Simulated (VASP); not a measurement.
# CsBa3 (Fm-3m) in VASP: single point with LDA

Aim: the single point of CsBa3 with LDA.

All numbers are computed with VASP 6.6.1; they aren't measurements. Logs are shortened: lines on timing, memory, paths and dates and some standing lists are left out, and cuts for length are marked.

## Step 1: The cell of the first run

Symmetry: Fm-3m, No. 225, cubic system. Conventional cell: a = 10.443 Å, b = 10.443 Å, c = 10.443 Å, α = 90.00°, β = 90.00°, γ = 90.00°.

## Step 2: Single point, LDA

INCAR

```
PREC = Accurate ; ENCUT = 520
EDIFF = 1E-7 ; ISMEAR = -1
SIGMA = 0.1 ; LREAL = False
LASPH = True ; NELM = 80
ALGO = Normal ; ISIF = 2
LWAVE = False ; LCHARG = False
GGA = CA ; NBANDS = 28
```

KPOINTS

```
Automatic mesh
0
Gamma
  4 4 4
```

POSCAR

```
CsBa3
1.0
    0.0000000000      5.2212840000      5.2212840000
    5.2212840000      0.0000000000      5.2212840000
    5.2212840000      5.2212840000      0.0000000000
Cs Ba
1 3
Direct
    0.0000000000      0.0000000000      0.0000000000
    0.2500000000      0.2500000000      0.2500000000
    0.7500000000      0.7500000000      0.7500000000
    0.5000000000      0.5000000000      0.5000000000
```

Potentials or basis: VASP PAW LDA potentials, release 64 (Cs_sv, Ba_sv).

On the command line:

```console
cat potpaw_LDA.64/Cs_sv/POTCAR potpaw_LDA.64/Ba_sv/POTCAR > POTCAR
mpirun -np 1 vasp_std > vasp.out
```

OUTCAR:

```text
PREC = Accurate
   ENCUT = 520
   EDIFF = 1E-7
   ISMEAR = -1
   LREAL = False
   LASPH = True
   NELM = 80
   ISIF = 2
   GGA = CA

 ion  position               nearest neighbor table
   1  0.000  0.000  0.000-
   2  0.250  0.250  0.250-   4 4.52   4 4.52   4 4.52   4 4.52
   3  0.750  0.750  0.750-   4 4.52   4 4.52   4 4.52   4 4.52
   4  0.500  0.500  0.500-   2 4.52   2 4.52   2 4.52   3 4.52   3 4.52   3 4.52   3 4.52   2 4.52

  LATTYP: Found a face centered cubic cell.
 ALAT       =    10.4425680000

  Lattice vectors:

 A1 = (   0.0000000000,   5.2212840000,   5.2212840000)
 A2 = (   5.2212840000,   0.0000000000,   5.2212840000)
 A3 = (   5.2212840000,   5.2212840000,   0.0000000000)

Analysis of symmetry for initial positions (statically):
=====================================================================
 Subroutine PRICEL returns:
 Original cell was already a primitive cell.

 Routine SETGRP: Setting up the symmetry group for a
 face centered cubic supercell.

 Subroutine GETGRP returns: Found 48 space group operations
 (whereof 48 operations were pure point group operations)
 out of a pool of 48 trial point group operations.

The static configuration has the point symmetry O_h .

Analysis of symmetry for dynamics (positions and initial velocities):
=====================================================================
 Subroutine PRICEL returns:
 Original cell was already a primitive cell.

 Routine SETGRP: Setting up the symmetry group for a
 face centered cubic supercell.

 Subroutine GETGRP returns: Found 48 space group operations
 (whereof 48 operations were pure point group operations)
 out of a pool of 48 trial point group operations.

The dynamic configuration has the point symmetry O_h .

 Subroutine INISYM returns: Found 48 space group operations
 (whereof 48 operations are pure point group operations),
 and found     1 'primitive' translations

----------------------------------------------------------------------------------------

                                     Primitive cell

  volume of cell :     284.6833

  direct lattice vectors                    reciprocal lattice vectors
[... 69 lines left out ...]
   LNONCOLLINEAR =      F non collinear calculations
   LSORBIT =      F    spin-orbit coupling
   LASPH  =      T    aspherical Exc in radial PAW
   ENCUT  =  520.0 eV  38.22 Ry    6.18 a.u.  13.73 13.73 13.73*2*pi/ulx,y,z
   NELM   =     80;   NELMIN=  2; NELMDL= -5     # of ELM steps
   EDIFF  = 0.1E-06   stopping-criterion for ELM
   LREAL  =      F    real-space projection
   EDIFFG = 0.1E-05   stopping-criterion for IOM
   NSW    =      0    number of steps for IOM
   IBRION =     -1    ionic relax: 0-MD 1-quasi-New 2-CG
   NFREE  =      0    steps in history (QN), initial steepest desc. (CG)
   ISIF   =      2    stress and relaxation
   ISYM   =      2    0-nonsym 1-usesym 2-fastsym
   POTIM  = 0.5000    time-step for ionic-motion
   TEBEG  =    0.0;   TEEND  =   0.0 temperature during run
   PSTRESS=    0.0 pullay stress
   NELECT =      39.0000    total number of electrons
   NUPDOWN=      -1.0000    fix difference up-down
   EMIN   =  10.00;   EMAX   =-10.00  energy-range for DOS
   EFERMI =   0.00;   METHOD = LEGACY
   ISMEAR =    -1;   SIGMA  =   0.10  broadening in eV -4-tet -1-fermi 0-gaus
   EFERMI_NEDOS =   21; number of points for ismear=-14 and -15
   IALGO  =     38    algorithm
   IMIX   =      4    mixing-type and parameters
     AMIX     =   0.40;   BMIX     =  1.00
     AMIX_MAG =   1.60;   BMIX_MAG =  1.00
  volume/ion in A,a.u.               =      71.17       480.28
  Fermi-wavevector in a.u.,A,eV,Ry     =   0.843935  1.594806  9.690429  0.712226
  Thomas-Fermi vector in A             =   1.958883
   LORBIT       =      0    0 simple, 1 ext, 2 COOP (PROOUT), +10 PAW based schemes
   GGA     = CA    functional components
   LHFCALC =     F    Hartree Fock is set to
   AEXX    =    0.0000 exact exchange contribution
   IVDW    =     0    specifies the selected vdW correction
   LEPSILON=     F    determine dielectric tensor
   LRPA    =     F    only Hartree local field effects (RPA)
 non-spin polarized calculation
  energy-cutoff  :      520.00
  volume of cell :      284.68
 maximum number of plane-waves:      7727
 NGX is ok and might be reduce to    56
   NGX = 27   NGY = 27   NGZ = 27

 number of electron      39.0000000 magnetization

 Free energy of the ion-electron system (eV)
  ---------------------------------------------------
  ext. energy  EPLUGINS =         0.00000000
  ---------------------------------------------------
  free energy    TOTEN  =        -7.09808129 eV

  energy without entropy =       -6.87408240  energy(sigma->0) =       -6.98608185

 E-fermi :   1.1576     XC(G=0):  -7.1583

 val. band max:        1.1494838109   @ k =  -0.2500   0.2500   0.0000
 cond. band min:       1.1701532692   @ k =   0.2500   0.2500   0.0000
 fundamental gap:      0.0206694583
 Fermi energy:         1.1576201748

 k-point     1 :       0.0000    0.0000    0.0000
  band No.  band energies     occupation
      1     -28.0513      2.00000
      2     -28.0450      2.00000
      3     -27.9074      2.00000
      4     -21.6705      2.00000
      5     -13.2398      2.00000
      6     -13.2398      2.00000
[... 237 lines left out ...]
     27       2.3143      0.00002
     28       2.6795      0.00000

------------------------ aborting loop because EDIFF is reached ----------------------------------------

  FORCE on cell =-STRESS in cart. coord.  units (eV):
  Direction    XX          YY          ZZ          XY          YZ          ZX
  --------------------------------------------------------------------------------------
  -------------------------------------------------------------------------------------
  Total       -1.7301598     -1.7301598     -1.7301598      0.0000000     -0.0000000      0.0000000
  in kB       -9.7372173     -9.7372173     -9.7372173      0.0000000     -0.0000000      0.0000000
  external PRESSURE =      -9.7372173 kB  Pullay stress =       0.0000000 kB

 VOLUME and BASIS-vectors are now :
 -----------------------------------------------------------------------------
  energy-cutoff  :      520.00
  volume of cell :      284.68
      direct lattice vectors                 reciprocal lattice vectors
     0.000000000  5.221284000  5.221284000    -0.095761885  0.095761885  0.095761885
     5.221284000  0.000000000  5.221284000     0.095761885 -0.095761885  0.095761885
     5.221284000  5.221284000  0.000000000     0.095761885  0.095761885 -0.095761885

 POSITION                                       TOTAL-FORCE (eV/Angst)
 -----------------------------------------------------------------------------------
      0.00000      0.00000      0.00000         0.000000     -0.000000      0.000000
      2.61064      2.61064      2.61064        -0.000000      0.000000     -0.000000
      7.83193      7.83193      7.83193         0.000000      0.000000     -0.000000
      5.22128      5.22128      5.22128         0.000000     -0.000000      0.000000
 -----------------------------------------------------------------------------------
    total drift:                               -0.000000      0.000000      0.000000

  FREE ENERGIE OF THE ION-ELECTRON SYSTEM (eV)
  ---------------------------------------------------
  free  energy   TOTEN  =        -7.0980812895 eV

  energy  without entropy=       -6.8740824012  energy(sigma->0) =       -6.98608185
```

OSZICAR:

```text
N       E                     dE             d eps       ncg     rms          rms(c)
DAV:   1     0.308673140726E+03    0.30867E+03   -0.15262E+04   448   0.111E+03
DAV:   2     0.233083817920E+02   -0.28536E+03   -0.27972E+03   668   0.223E+02
DAV:   3    -0.609827584735E+01   -0.29407E+02   -0.29084E+02   672   0.713E+01
DAV:   4    -0.711562586817E+01   -0.10174E+01   -0.10125E+01   604   0.115E+01
DAV:   5    -0.714351392099E+01   -0.27888E-01   -0.27858E-01   628   0.193E+00    0.249E+00
DAV:   6    -0.711015974311E+01    0.33354E-01   -0.59579E-02   576   0.956E-01    0.144E+00
DAV:   7    -0.709825548175E+01    0.11904E-01   -0.69656E-02   564   0.101E+00    0.136E-01
DAV:   8    -0.709805644732E+01    0.19903E-03   -0.32802E-03   620   0.244E-01    0.335E-02
DAV:   9    -0.709807673436E+01   -0.20287E-04   -0.14219E-04   636   0.451E-02    0.157E-02
DAV:  10    -0.709808074180E+01   -0.40074E-05   -0.29785E-05   584   0.203E-02    0.504E-03
DAV:  11    -0.709808124390E+01   -0.50209E-06   -0.30954E-06   592   0.750E-03    0.152E-03
DAV:  12    -0.709808128953E+01   -0.45639E-07   -0.29644E-07   476   0.191E-03
   1 F= -.70980813E+01 E0= -.69860818E+01  d E =-.223999E+00
```

Wall time 53 s (1 thread of Intel Xeon Platinum 8488C (Sapphire Rapids), shared host); peak memory 0.34 GiB.

Results:

* Free energy: -7.0981 eV
* Pressure: -1.0 GPa

Levels at points of the mesh, in eV from the Fermi level:
| k point | band 17 | band 18 | band 19 | band 20 | band 21 | band 22 | band 23 | band 24 |
| --- | --- | --- | --- | --- | --- | --- | --- | --- |
| (0.00, 0.00, 0.00) | -2.52 | -0.28 | -0.28 | 0.57 | 0.57 | 0.57 | 0.59 | 0.59 |
| (0.50, 0.00, 0.00) | -1.27 | -1.04 | 0.33 | 0.34 | 0.34 | 0.45 | 0.45 | 0.75 |
| (0.50, 0.50, 0.00) | -0.88 | -0.84 | -0.77 | -0.46 | 0.66 | 0.71 | 0.71 | 1.13 |

Caveat: spin-orbit coupling is left out, which moves the levels of the heavy elements.
